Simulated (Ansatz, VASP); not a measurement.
One calculation of Na, two programs

File INCAR:

```
SYSTEM = Na
  PREC = Accurate
  ENCUT = 520
  EDIFF = 1E-6
  ISMEAR = -1
  SIGMA = 0.05
  LREAL = .FALSE.
  LASPH = .TRUE.
  NELM = 100
  ALGO = Normal
  ISIF = 2
  LWAVE = .FALSE.
  LCHARG = .FALSE.
  GGA = PE
  NBANDS = 14
```

KPOINTS

```
Automatic mesh
0
G
  9 9 9
  0 0 0
```

The input POSCAR:

```
Na
1.0
    0.0000000000      3.0420980276      3.0420980276
    3.0420980276      0.0000000000      3.0420980276
    3.0420980276      3.0420980276      0.0000000000
Na
2
Direct
   -0.1250000000     -0.1250000000     -0.1250000000
    0.1250000000      0.1250000000      0.1250000000
```

Input for Ansatz:

```yaml
crystal:
  lattice:
    - [0.0, 3.0420980276, 3.0420980276]
    - [3.0420980276, 0.0, 3.0420980276]
    - [3.0420980276, 3.0420980276, 0.0]
  atoms:
    - { symbol: Na, position: [-0.125, -0.125, -0.125] }
    - { symbol: Na, position: [0.125, 0.125, 0.125] }
kpoints:
  mp_grid: { grid: [9, 9, 9] }
scf:
  occupations: { method: fermi_dirac, width: 0.05 }
hamiltonian:
  xc: pbe
  pseudopotentials: { kind: all_electron, lapw: { basis_error: 0.001 } }
output:
  forces: true
  stress: true
  eigenvalues: true
  populations: true
```

Change from the starting cell: volume scaled by 0.52, LAPW.

Alike in both runs: task single point; functional PBE; k mesh 9 × 9 × 9; occupations fermi-dirac, width 0.05 eV; no spin polarisation.

|  | VASP | Ansatz |
| --- | --- | --- |
| version | VASP 6.6.1 | Ansatz 0.2.0 |
| potentials or method | VASP PAW PBE potentials, release 64 (Na_pv), cutoff 520 eV | all-electron LAPW, scalar-relativistic |

|  | VASP | Ansatz | Ansatz less VASP |
| --- | --- | --- | --- |
| pressure (GPa) | 6.0 | 6.0 | +0.01 |

Ansatz ran all-electron here, and VASP with PAW potentials.
